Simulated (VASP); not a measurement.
Here is a VASP 6.6.1 calculation.

INCAR

```
SYSTEM = Re
PREC = Accurate ; ENCUT = 520
EDIFF = 1E-7 ; ISMEAR = 0
SIGMA = 0.15 ; LREAL = .False.
LASPH = .True. ; NELM = 60
ALGO = Normal ; ISIF = 2
LWAVE = .False. ; LCHARG = .False.
GGA = PE ; NBANDS = 10
```

File KPOINTS:

```
regular mesh
0
Gamma
  10 10 10
  0 0 0
```

The input POSCAR:

```
Re
1.0
    0.0000000000      1.9744323287      2.0786823556
    1.9744323287      0.0000000000      2.0786823556
    1.9744323287      1.9744323287      0.0000000000
Re
1
Direct
    0.0000000000      0.0000000000      0.0000000000
```

Potentials or basis: VASP PAW PBE potentials, release 64 (Re).

Run with:

```sh
$ cat potpaw_PBE.64/Re/POTCAR > POTCAR
$ mpirun -np 1 vasp_std > vasp.out
```

(1) What does it give for the pressure?

Answers

(1) -24.2 GPa.
